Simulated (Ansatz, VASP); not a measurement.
## Ge in VASP and in Ansatz

The input INCAR:

```
SYSTEM = Ge
ALGO = Normal
EDIFF = 1E-6
ENCUT = 520
GGA = PS
ISIF = 2
ISMEAR = 0
LASPH = .TRUE.
LCHARG = .FALSE.
LREAL = .FALSE.
LWAVE = .FALSE.
NBANDS = 21
NELM = 60
PREC = Accurate
SIGMA = 0.15
```

File KPOINTS:

```
k-points
0
G
  20 20 20
  0 0 0
```

File POSCAR:

```
Ge
1.0
   -2.6517244106      2.6517244106      1.3554902639
    2.6517244106     -2.6517244106      1.3554902639
    2.6517244106      2.6517244106     -1.3554902639
Ge
2
Direct
    0.2500000000      0.7500000000      0.5000000000
    0.5000000000      0.5000000000      0.0000000000
```

Input for Ansatz:

```yaml
crystal:
  lattice:
    - [-2.6517244106, 2.6517244106, 1.3554902639]
    - [2.6517244106, -2.6517244106, 1.3554902639]
    - [2.6517244106, 2.6517244106, -1.3554902639]
  atoms:
    - { symbol: Ge, position: [0.25, 0.75, 0.5] }
    - { symbol: Ge, position: [0.5, 0.5, 0.0] }
basis:
  ecutwfc: 420
kpoints:
  mp_grid: { grid: [20, 20, 20] }
hamiltonian:
  xc: pbesol
scf:
  occupations: { method: gaussian, width: 0.15 }
output:
  forces: true
  stress: true
  eigenvalues: true
```

Change from the starting cell: strain +0.030 along x and y, -0.030 along z, atoms carried along.

Alike in both runs: task single point; functional PBEsol; k mesh 20 × 20 × 20; occupations gaussian, width 0.15 eV; no spin polarisation.

```csv
,VASP,Ansatz
version,VASP 6.6.1,Ansatz 0.2.0
potentials or method,"VASP PAW PBE potentials, release 64 (Ge_d), cutoff 520 eV","scalar-relativistic, plane waves, PAW"
valence electrons in the cell,28,28
```

VASP gave:

| Property | Result |
| --- | --- |
| gap on the k mesh at the Fermi level (eV) | none |
| pressure (GPa) | -2.5 |
| traceless stress, the component that is largest in VASP (GPa) | 3.89 |

Question: What did Ansatz give for the same quantities?

Answer: gap on the k mesh at the Fermi level (eV): none; pressure (GPa): -2.5; traceless stress, the component that is largest in VASP (GPa): 3.88.

VASP's potentials were made for PBE, not for PBEsol. A gap of «none» marks a metal or a gap that the smearing closes.
